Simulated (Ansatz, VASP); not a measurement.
## One calculation of Mo, two programs

Contents of INCAR:

```
SYSTEM = Mo
ALGO = Fast
EDIFF = 1E-6
ENCUT = 520
GGA = PE
ISIF = 2
ISMEAR = 0
LASPH = .True.
LCHARG = .False.
LREAL = .False.
LWAVE = .False.
NBANDS = 13
NELM = 60
PREC = Accurate
SIGMA = 0.15
```

The input KPOINTS:

```
k-points
0
Gamma
  22 22 22
  0 0 0
```

The input POSCAR:

```
Mo
1.0
   -1.5710000000      1.5945650000      1.5710000000
    1.5710000000     -1.5945650000      1.5710000000
    1.5710000000      1.5945650000     -1.5710000000
Mo
1
Direct
    0.0000000000      0.0000000000      0.0000000000
```

Input for Ansatz:

```yaml
crystal:
  lattice:
    - [-1.571, 1.594565, 1.571]
    - [1.571, -1.594565, 1.571]
    - [1.571, 1.594565, -1.571]
  atoms:
    - { symbol: Mo, position: [0.0, 0.0, 0.0] }
basis:
  ecutwfc: 420
kpoints:
  mp_grid: { grid: [22, 22, 22] }
hamiltonian:
  xc: pbe
scf:
  occupations: { method: gaussian, width: 0.15 }
output:
  forces: true
  stress: true
  eigenvalues: true
```

Change from the starting cell: strain +0.0150 x Voigt [0, 1, 0, 0, 0, 0], atoms carried along.

Alike in both runs: task single point; functional PBE; k mesh 22 × 22 × 22; occupations gaussian, width 0.15 eV; no spin polarisation.

```csv
,VASP,Ansatz
version,VASP 6.6.1,Ansatz 0.2.0
potentials or method,"VASP PAW PBE potentials, release 64 (Mo_sv), cutoff 520 eV","scalar-relativistic, plane waves, PAW"
valence electrons in the cell,14,14
```

```tsv
	VASP	Ansatz	Ansatz less VASP
gap on the k mesh at the Fermi level (eV)	none	none	-
pressure (GPa)	1.4	0.8	-0.56
traceless stress, the component that is largest in VASP (GPa)	-2.93	-2.94	-0.002
```

A gap of «none» marks a metal or a gap that the smearing closes. The functional is the same, so the differences come from potentials, cutoffs and numerics.
